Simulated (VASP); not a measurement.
# SnSe (zincblende type) (F-43m) in VASP: a series of runs

Runs on SnSe (zincblende type). Level: r2SCAN. Tasks: single point, relaxation of cell and atoms.

Program: VASP 6.6.1. These are calculated values, not measurements. Logs are shortened: lines on timing, memory, paths and dates and some standing lists are left out, and cuts for length are marked.

### 1 The cell of the first run

The structure is cubic, space group F-43m (No. 216). The conventional cell has a = 6.720 Å, b = 6.720 Å, c = 6.720 Å, α = 90.00°, β = 90.00°, γ = 90.00°. Sn (site symmetry -43m) has 4 Se at 2.91 Å within 3.8 Å. Within 3.8 Å of Se (site symmetry -43m) lie 4 Sn at 2.91 Å.

### 2 Single point, r2SCAN

File POSCAR:

```
SnSe
1.0
    0.0000000000      3.3599283920      3.3599283920
    3.3599283920      0.0000000000      3.3599283920
    3.3599283920      3.3599283920      0.0000000000
Sn Se
1 1
Direct
    0.0000000000      0.0000000000      0.0000000000
    0.2500000000      0.2500000000      0.2500000000
```

File INCAR.step1:

```
  PREC = Accurate
  ENCUT = 520
  ISMEAR = -1
  SIGMA = 0.1
  LREAL = F
  LASPH = T
  NELM = 60
  NBANDS = 17
  GGA = PE
  ALGO = Normal
  EDIFF = 1E-4
  LWAVE = T
  LCHARG = F
```

File INCAR.step2:

```
  PREC = Accurate
  ENCUT = 520
  EDIFF = 1E-6
  ISMEAR = -1
  SIGMA = 0.1
  LREAL = F
  LASPH = T
  NELM = 60
  ALGO = Normal
  ISIF = 2
  LWAVE = F
  LCHARG = F
  METAGGA = R2SCAN
  LMIXTAU = T
  NBANDS = 17
  ISTART = 1
```

File KPOINTS:

```
regular mesh
0
Gamma
  12 12 12
```

Potentials or basis: VASP PAW PBE potentials, release 64 (Sn_d, Se).

Command:

```sh
$ cat potpaw_PBE.64/Sn_d/POTCAR potpaw_PBE.64/Se/POTCAR > POTCAR
$ cp INCAR.step1 INCAR
$ mpirun -np 1 vasp_std > vasp.out
$ cp INCAR.step2 INCAR
$ mpirun -np 1 vasp_std > vasp.out
```

OUTCAR:

```text
PREC = Accurate
   ENCUT = 520
   EDIFF = 1E-6
   ISMEAR = -1
   LREAL = F
   LASPH = T
   NELM = 60
   ISIF = 2
   METAGGA = R2SCAN
   ISTART = 1

 ion  position               nearest neighbor table
   1  0.000  0.000  0.000-   2 2.91   2 2.91   2 2.91   2 2.91
   2  0.250  0.250  0.250-   1 2.91   1 2.91   1 2.91   1 2.91

  LATTYP: Found a face centered cubic cell.
 ALAT       =     6.7198567840

  Lattice vectors:

 A1 = (   0.0000000000,   3.3599283920,   3.3599283920)
 A2 = (   3.3599283920,   0.0000000000,   3.3599283920)
 A3 = (   3.3599283920,   3.3599283920,   0.0000000000)

Analysis of symmetry for initial positions (statically):
=====================================================================
 Subroutine PRICEL returns:
 Original cell was already a primitive cell.

 Routine SETGRP: Setting up the symmetry group for a
 face centered cubic supercell.

 Subroutine GETGRP returns: Found 24 space group operations
 (whereof 24 operations were pure point group operations)
 out of a pool of 48 trial point group operations.

The static configuration has the point symmetry T_d .

Analysis of symmetry for dynamics (positions and initial velocities):
=====================================================================
 Subroutine PRICEL returns:
 Original cell was already a primitive cell.

 Routine SETGRP: Setting up the symmetry group for a
 face centered cubic supercell.

 Subroutine GETGRP returns: Found 24 space group operations
 (whereof 24 operations were pure point group operations)
 out of a pool of 48 trial point group operations.

The dynamic configuration has the point symmetry T_d .

 Subroutine INISYM returns: Found 24 space group operations
 (whereof 24 operations are pure point group operations),
 and found     1 'primitive' translations

----------------------------------------------------------------------------------------

                                     Primitive cell

  volume of cell :      75.8613

  direct lattice vectors                    reciprocal lattice vectors
     0.000000000  3.359928392  3.359928392    -0.148812695  0.148812695  0.148812695
     3.359928392  0.000000000  3.359928392     0.148812695 -0.148812695  0.148812695
     3.359928392  3.359928392  0.000000000     0.148812695  0.148812695 -0.148812695

  length of vectors
     4.751656301  4.751656301  4.751656301     0.257751149  0.257751149  0.257751149

  position of ions in fractional coordinates (direct lattice)
     0.000000000  0.000000000  0.000000000
     0.250000000  0.250000000  0.250000000

  ion indices of the primitive-cell ions
   primitive index   ion index
                 1           1
                 2           2

----------------------------------------------------------------------------------------

 KPOINTS: regular mesh

Automatic generation of k-mesh.
 Grid dimensions read from file:
 generate k-points for:   12   12   12

 Generating k-lattice:

  Cartesian coordinates                     Fractional coordinates (reciprocal lattice)
    -0.012401058  0.012401058  0.012401058     0.083333333  0.000000000  0.000000000
     0.012401058 -0.012401058  0.012401058     0.000000000  0.083333333  0.000000000
     0.012401058  0.012401058 -0.012401058     0.000000000  0.000000000  0.083333333

  Length of vectors
     0.021479262  0.021479262  0.021479262

  Shift w.r.t. Gamma in fractional coordinates (k-lattice)
     0.000000000  0.000000000  0.000000000

 Subroutine IBZKPT returns following result:
 ===========================================

 Found     72 irreducible k-points:

 Following reciprocal coordinates:
            Coordinates               Weight
  0.000000  0.000000  0.000000      1.000000
  0.083333  0.000000  0.000000      8.000000
  0.166667  0.000000  0.000000      8.000000
  0.250000  0.000000  0.000000      8.000000
  0.333333  0.000000  0.000000      8.000000
  0.416667  0.000000  0.000000      8.000000
[... 16 lines left out ...]
  0.500000  0.166667  0.000000     24.000000
 -0.416667  0.166667  0.000000     24.000000
 [... further k-points ...]
   k-points           NKPTS =     72   k-points in BZ     NKDIM =     72   number of bands    NBANDS=     17
   number of dos      NEDOS =    301   number of ions     NIONS =      2
   total plane-waves  NPLWV =  46656
   dimension x,y,z NGX =    36 NGY =   36 NGZ =   36
   dimension x,y,z NGXF=    72 NGYF=   72 NGZF=   72
   ions per type =               1   1
   NGX,Y,Z   is equivalent  to a cutoff of  12.60, 12.60, 12.60 a.u.
   NGXF,Y,Z  is equivalent  to a cutoff of  25.19, 25.19, 25.19 a.u.
 SYSTEM =  unknown system
   PREC   = accura    normal or accurate (medium, high low for compatibility)
   ISTART =      1    job   : 0-new  1-cont  2-samecut
   ICHARG =      0    charge: 1-file 2-atom 10-const
   ISPIN  =      1    spin polarized calculation?
   LNONCOLLINEAR =      F non collinear calculations
   LSORBIT =      F    spin-orbit coupling
   LASPH  =      T    aspherical Exc in radial PAW
   ENCUT  =  520.0 eV  38.22 Ry    6.18 a.u.   8.83  8.83  8.83*2*pi/ulx,y,z
   NELM   =     60;   NELMIN=  2; NELMDL=  0     # of ELM steps
   EDIFF  = 0.1E-05   stopping-criterion for ELM
   LREAL  =      F    real-space projection
   EDIFFG = 0.1E-04   stopping-criterion for IOM
   NSW    =      0    number of steps for IOM
   IBRION =     -1    ionic relax: 0-MD 1-quasi-New 2-CG
   NFREE  =      0    steps in history (QN), initial steepest desc. (CG)
   ISIF   =      2    stress and relaxation
   ISYM   =      2    0-nonsym 1-usesym 2-fastsym
   POTIM  = 0.5000    time-step for ionic-motion
   TEBEG  =    0.0;   TEEND  =   0.0 temperature during run
   PSTRESS=    0.0 pullay stress
   NELECT =      20.0000    total number of electrons
   NUPDOWN=      -1.0000    fix difference up-down
   EMIN   =  10.00;   EMAX   =-10.00  energy-range for DOS
   EFERMI =   0.00;   METHOD = LEGACY
   ISMEAR =    -1;   SIGMA  =   0.10  broadening in eV -4-tet -1-fermi 0-gaus
   EFERMI_NEDOS =   21; number of points for ismear=-14 and -15
   IALGO  =     38    algorithm
   IMIX   =      4    mixing-type and parameters
     AMIX     =   0.40;   BMIX     =  1.00
     AMIX_MAG =   1.60;   BMIX_MAG =  1.00
  volume/ion in A,a.u.               =      37.93       255.97
  Fermi-wavevector in a.u.,A,eV,Ry     =   1.049731  1.983704 14.992746  1.101936
  Thomas-Fermi vector in A             =   2.184706
   LORBIT       =      0    0 simple, 1 ext, 2 COOP (PROOUT), +10 PAW based schemes
   METAGGA = R2SCAN    functional components
   LHFCALC =     F    Hartree Fock is set to
   AEXX    =    0.0000 exact exchange contribution
   IVDW    =     0    specifies the selected vdW correction
   LEPSILON=     F    determine dielectric tensor
   LRPA    =     F    only Hartree local field effects (RPA)
 non-spin polarized calculation
  energy-cutoff  :      520.00
  volume of cell :       75.86
 maximum number of plane-waves:      2085
   NGX = 17   NGY = 17   NGZ = 17

 number of electron      20.0000008 magnetization

 Free energy of the ion-electron system (eV)
  ---------------------------------------------------
  ext. energy  EPLUGINS =         0.00000000
  ---------------------------------------------------
  free energy    TOTEN  =       -39.29320132 eV

  energy without entropy =      -39.28330745  energy(sigma->0) =      -39.28825438

 E-fermi :   2.9934     XC(G=0):  -8.3968

 val. band max:        2.9899775133   @ k =   0.5000   0.5000   0.0000
 cond. band min:       3.0438401460   @ k =   0.4167   0.4167   0.0000
 fundamental gap:      0.0538626327
 Fermi energy:         2.9934110605

 k-point     1 :       0.0000    0.0000    0.0000
  band No.  band energies     occupation
      1     -19.5901      2.00000
      2     -19.5901      2.00000
      3     -19.5901      2.00000
      4     -19.5718      2.00000
      5     -19.5718      2.00000
      6     -11.0140      2.00000
[... 9 lines left out ...]
     16      10.7631      0.00000
     17      11.8746      0.00000

 k-point     2 :       0.0833    0.0000    0.0000
  band No.  band energies     occupation
      1     -19.5904      2.00000
      2     -19.5899      2.00000
      3     -19.5899      2.00000
      4     -19.5718      2.00000
      5     -19.5718      2.00000
      6     -10.9851      2.00000
[... 9 lines left out ...]
     16      10.4351      0.00000
     17      11.5728      0.00000

 k-point     3 :       0.1667    0.0000    0.0000
  band No.  band energies     occupation
      1     -19.5912      2.00000
      2     -19.5892      2.00000
      3     -19.5892      2.00000
      4     -19.5717      2.00000
      5     -19.5717      2.00000
      6     -10.9035      2.00000
[... 9 lines left out ...]
     16      10.0652      0.00000
     17      11.1926      0.00000

 k-point     4 :       0.2500    0.0000    0.0000
  band No.  band energies     occupation
      1     -19.5923      2.00000
      2     -19.5883      2.00000
      3     -19.5883      2.00000
      4     -19.5716      2.00000
      5     -19.5716      2.00000
      6     -10.7853      2.00000
[... 9 lines left out ...]
     16       9.9701      0.00000
     17      11.3126      0.00000

 k-point     5 :       0.3333    0.0000    0.0000
  band No.  band energies     occupation
      1     -19.5933      2.00000
      2     -19.5875      2.00000
      3     -19.5875      2.00000
      4     -19.5714      2.00000
      5     -19.5714      2.00000
      6     -10.6577      2.00000
[... 9 lines left out ...]
     16      10.2167      0.00000
     17      11.6070      0.00000

 k-point     6 :       0.4167    0.0000    0.0000
  band No.  band energies     occupation
      1     -19.5942      2.00000
      2     -19.5870      2.00000
      3     -19.5870      2.00000
      4     -19.5712      2.00000
      5     -19.5712      2.00000
      6     -10.5573      2.00000
[... 9 lines left out ...]
     16      10.7520      0.00000
     17      11.0658      0.00000

 k-point     7 :       0.5000    0.0000    0.0000
  band No.  band energies     occupation
      1     -19.5944      2.00000
      2     -19.5868      2.00000
      3     -19.5868      2.00000
      4     -19.5711      2.00000
      5     -19.5711      2.00000
      6     -10.5189      2.00000
[... 9 lines left out ...]
     16      11.1760      0.00000
     17      11.1760      0.00000

 k-point     8 :       0.0833    0.0833    0.0000
  band No.  band energies     occupation
      1     -19.5908      2.00000
      2     -19.5896      2.00000
      3     -19.5896      2.00000
      4     -19.5720      2.00000
      5     -19.5717      2.00000
      6     -10.9754      2.00000
[... 9 lines left out ...]
     16      10.8437      0.00000
     17      12.0500      0.00000
[... 203 lines left out ...]
      1     -19.5927      2.00000
      2     -19.5883      2.00000
      3     -19.5883      2.00000
      4     -19.5723      2.00000
      5     -19.5712      2.00000
      6     -10.8662      2.00000
[... 9 lines left out ...]
     16      11.0843      0.00000
     17      12.5732      0.00000

 k-point    20 :       0.2500    0.1667    0.0000
  band No.  band energies     occupation
      1     -19.5937      2.00000
      2     -19.5875      2.00000
      3     -19.5874      2.00000
      4     -19.5724      2.00000
      5     -19.5709      2.00000
      6     -10.7768      2.00000
[... 9 lines left out ...]
     16      11.0898      0.00000
     17      12.3865      0.00000

 k-point    21 :       0.3333    0.1667    0.0000
  band No.  band energies     occupation
      1     -19.5946      2.00000
      2     -19.5869      2.00000
      3     -19.5865      2.00000
      4     -19.5724      2.00000
      5     -19.5707      2.00000
      6     -10.6620      2.00000
[... 9 lines left out ...]
     16      11.1677      0.00000
     17      12.3203      0.00000

 k-point    22 :       0.4167    0.1667    0.0000
  band No.  band energies     occupation
      1     -19.5952      2.00000
      2     -19.5865      2.00000
      3     -19.5860      2.00000
      4     -19.5722      2.00000
      5     -19.5707      2.00000
      6     -10.5507      2.00000
[... 9 lines left out ...]
     16      11.4500      0.00000
     17      11.9017      0.00000

 k-point    23 :       0.5000    0.1667    0.0000
  band No.  band energies     occupation
      1     -19.5953      2.00000
      2     -19.5863      2.00000
      3     -19.5857      2.00000
      4     -19.5719      2.00000
      5     -19.5708      2.00000
      6     -10.4770      2.00000
[... 9 lines left out ...]
     16      11.3197      0.00000
     17      11.5768      0.00000

 k-point    24 :      -0.4167    0.1667    0.0000
  band No.  band energies     occupation
      1     -19.5951      2.00000
      2     -19.5863      2.00000
      3     -19.5859      2.00000
      4     -19.5715      2.00000
      5     -19.5711      2.00000
      6     -10.4670      2.00000
[... 9 lines left out ...]
     16      10.5324      0.00000
     17      11.8299      0.00000

 [... further k-points ...]
[... 5 lines left out ...]
  --------------------------------------------------------------------------------------
  -------------------------------------------------------------------------------------
  Total        0.0071292      0.0071292      0.0071292      0.0000000     -0.0000000     -0.0000000
  in kB        0.1505685      0.1505685      0.1505685      0.0000000     -0.0000000     -0.0000000
  external PRESSURE =       0.1505685 kB  Pullay stress =       0.0000000 kB

 VOLUME and BASIS-vectors are now :
 -----------------------------------------------------------------------------
  energy-cutoff  :      520.00
  volume of cell :       75.86
      direct lattice vectors                 reciprocal lattice vectors
     0.000000000  3.359928392  3.359928392    -0.148812695  0.148812695  0.148812695
     3.359928392  0.000000000  3.359928392     0.148812695 -0.148812695  0.148812695
     3.359928392  3.359928392  0.000000000     0.148812695  0.148812695 -0.148812695

 POSITION                                       TOTAL-FORCE (eV/Angst)
 -----------------------------------------------------------------------------------
      0.00000      0.00000      0.00000         0.000000      0.000000      0.000000
      1.67996      1.67996      1.67996        -0.000000     -0.000000     -0.000000
 -----------------------------------------------------------------------------------
    total drift:                                0.000003      0.000003      0.000003

  FREE ENERGIE OF THE ION-ELECTRON SYSTEM (eV)
  ---------------------------------------------------
  free  energy   TOTEN  =       -39.2932013150 eV

  energy  without entropy=      -39.2833074531  energy(sigma->0) =      -39.28825438
```

Run time: 2.1 min. Hardware: 1 thread of Intel Xeon 6975P-C (Granite Rapids), shared host; peak memory 0.27 GiB.

What came out:

| Property | Result |
| --- | --- |
| Free energy | -39.2932 eV |
| Pressure | 0.0 GPa |

Caveat: the PAW data sets were made with another functional, which shifts forces and pressure a little; spin-orbit coupling is left out, which moves the levels of the heavy elements.

(Continued in part 2 of 2.)
